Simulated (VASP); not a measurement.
# Ni: relaxation of cell and atoms with revPBE

Ni:

```
Ni
1.0
     2.49176    0.00000    0.00000
    -1.24588    2.15792    0.00000
     0.00000    0.00000    8.13807
Ni
4
Cartesian
  0.0000 0.0000 0.0000
  0.0000 0.0000 4.0690
  0.0000 1.4386 2.0345
  1.2459 0.7193 6.1036
```

This isn't the form of Ni at room conditions, which is fcc.

```json
{
 "Program": "VASP 6.6.1",
 "Task": "relaxation of cell and atoms",
 "Functional": "revPBE",
 "Potentials or basis": "VASP PAW PBE potentials, release 64 (Ni)",
 "Cutoff": "600 eV",
 "k mesh": "14 × 14 × 4",
 "Occupations": "fermi-dirac, width 0.05 eV",
 "Spin": "collinear spin, antiferromagnetic start",
 "Starting moments": "[0.8, 0.8, -0.8, -0.8] μB",
 "Dipole correction": "no",
 "Further INCAR settings": "ALGO = Normal; EDIFF = 1e-07; IBRION = 2; EDIFFG = -0.01; NSW = 80; ISIF = 3"
}
```

| Property | Result |
| --- | --- |
| Relaxed volume | 11.10 Å³/atom |
| Relaxed cell | a = 2.500 Å, b = 2.500 Å, c = 8.202 Å, α = 90.00°, β = 90.00°, γ = 120.00° |
| Space group after relaxing (to 0.1 Å) | P6_3/mmc (No. 194) |
| Energy gained by relaxing | 1.4 meV/atom |
| Ionic steps | 5 |
| Pressure after relaxing | 0.0 GPa |
| Net moment | 0.05 μB per cell |
| Site moments | Ni +0.27, -0.24 (each value once) μB |
| Valence electrons inside the program's atomic spheres | Ni 9.27 |

Stress tensor (GPa, compression positive):
```
-0.09  0.00  0.00
 0.00 -0.09  0.00
 0.00  0.00  0.12
```

The path:
```tsv
step	energy change (eV)	largest force (eV/Å)	pressure (GPa)	volume (Å³)
1	0.0000	0.0000	2.64	43.76
2	-0.0021	0.0000	-2.07	44.91
3	-0.0054	0.0000	-0.05	44.39
4	-0.0054	0.0000	-0.07	44.41
5	-0.0056	0.0000	-0.02	44.39
```

Final structure:
```
CELL_PARAMETERS angstrom
2.50000 0.00000 0.00000
-1.25000 2.16507 0.00000
0.00000 0.00000 8.20204
ATOMIC_POSITIONS crystal
Ni 0.00000 0.00000 0.00000
Ni 0.00000 0.00000 0.50000
Ni 0.33333 0.66667 0.25000
Ni 0.66667 0.33333 0.75000
```

Levels at points of the mesh, in eV from the Fermi level:
Spin up:
```csv
k point,band 16,band 17,band 18,band 19,band 20,band 21,band 22,band 23,band 24
"(0.00, 0.00, 0.00)",-0.99,-0.99,-0.56,-0.56,-0.47,-0.47,-0.17,-0.07,-0.07
"(0.50, 0.00, 0.00)",-0.11,0.04,0.19,0.19,0.21,0.48,1.50,2.50,3.20
"(0.00, 0.00, 0.50)",-1.54,-0.80,-0.80,-0.80,-0.80,-0.22,-0.22,-0.22,-0.22
"(0.50, 0.00, 0.50)",-0.32,-0.16,-0.16,0.21,0.21,1.45,1.45,2.88,2.88
```
Spin down:
| k point | band 17 | band 18 | band 19 | band 20 | band 21 | band 22 | band 23 | band 24 |
| --- | --- | --- | --- | --- | --- | --- | --- | --- |
| (0.00, 0.00, 0.00) | -0.88 | -0.72 | -0.72 | -0.37 | -0.37 | -0.17 | -0.08 | -0.08 |
| (0.50, 0.00, 0.00) | 0.03 | 0.12 | 0.22 | 0.23 | 0.42 | 1.48 | 2.68 | 3.06 |
| (0.00, 0.00, 0.50) | -0.78 | -0.78 | -0.78 | -0.78 | -0.22 | -0.22 | -0.22 | -0.22 |
| (0.50, 0.00, 0.50) | -0.13 | -0.13 | 0.22 | 0.22 | 1.51 | 1.51 | 2.84 | 2.84 |

It took 24 min on 1 thread of Oxide Virtual Turin-like Processor, on a shared host, peak memory 0.25 GiB.

Caveat: the highest band is partly filled, so the run has too few bands; the PAW data sets were made with another functional, which shifts forces and pressure a little.
